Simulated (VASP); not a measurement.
BeTe, 24 atoms in the cell. The cell holds a slab with vacuum, 24 atoms: a = 7.835 Å, b = 5.540 Å, c = 20.793 Å, α = 90.00°, β = 90.00°, γ = 90.00°. 

* Program: VASP 6.6.1
* Task: single point
* Functional: PBE
* Potentials or basis: VASP PAW PBE potentials, release 64 (Be, Te)
* Cutoff: 520 eV
* k mesh: 2 × 2 × 1
* Occupations: fermi-dirac, width 0.05 eV
* Spin: no spin polarisation
* Dipole correction: no
* Further INCAR settings: LREAL = Auto; ALGO = Normal; EDIFF = 1e-06; NBANDS = 66

Potentials or basis: VASP PAW PBE potentials, release 64 (Be, Te).

Command:

```console
$ cat potpaw_PBE.64/Be/POTCAR potpaw_PBE.64/Te/POTCAR > POTCAR
$ mpirun -np 1 vasp_std > vasp.out
```

Hardware: 1 thread of Intel Xeon 6975P-C, with other jobs on the host.

Task: Estimate the wall time of this run.

Result: Wall time 8.7 min on 1 thread of Intel Xeon 6975P-C, on a shared host, peak memory 0.83 GiB. Counts: scf iterations 26, k points 4.
